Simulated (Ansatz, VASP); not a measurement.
**Two plane-wave programs on In**

Contents of INCAR:

```
SYSTEM = In
  ALGO = Fast
  EDIFF = 1E-6
  ENCUT = 520
  GGA = PS
  ISIF = 2
  ISMEAR = 0
  LASPH = .True.
  LCHARG = .True.
  LELF = .True.
  LREAL = .False.
  LVHAR = .True.
  LWAVE = .False.
  NBANDS = 12
  NELM = 60
  PREC = Accurate
  SIGMA = 0.15
```

KPOINTS

```
k-points
0
Gamma
  18 18 18
  0 0 0
```

File POSCAR:

```
In
1.0
   -1.8260494828      1.8260494828      1.9390009972
    1.8260494828     -1.8260494828      1.9390009972
    1.8260494828      1.8260494828     -1.9390009972
In
1
Direct
    0.0000000000      0.0000000000      0.0000000000
```

Input for Ansatz:

```yaml
crystal:
  lattice:
    - [-1.8260494828, 1.8260494828, 1.9390009972]
    - [1.8260494828, -1.8260494828, 1.9390009972]
    - [1.8260494828, 1.8260494828, -1.9390009972]
  atoms:
    - { symbol: In, position: [0.0, 0.0, 0.0] }
basis:
  ecutwfc: 420
kpoints:
  mp_grid: { grid: [18, 18, 18] }
hamiltonian:
  xc: pbesol
scf:
  occupations: { method: gaussian, width: 0.15 }
output:
  forces: true
  stress: true
  eigenvalues: true
```

Change from the starting cell: strain -0.030 along x and y, +0.030 along z, atoms carried along.

Alike in both runs: task single point; functional PBEsol; k mesh 18 × 18 × 18; occupations gaussian, width 0.15 eV; no spin polarisation.

|  | VASP | Ansatz |
| --- | --- | --- |
| version | VASP 6.6.1 | Ansatz 0.2.0 |
| potentials or method | VASP PAW PBE potentials, release 64 (In_d), cutoff 520 eV | scalar-relativistic, plane waves, PAW |
| valence electrons in the cell | 13 | 13 |

```csv
,VASP,Ansatz,Ansatz less VASP
gap on the k mesh at the Fermi level (eV),none,none,-
pressure (GPa),-0.1,-0.2,-0.01
"traceless stress, the component that is largest in VASP (GPa)",0.11,0.11,-0.001
```

VASP's potentials were made for PBE, not for PBEsol. A gap of «none» marks a metal or a gap that the smearing closes.
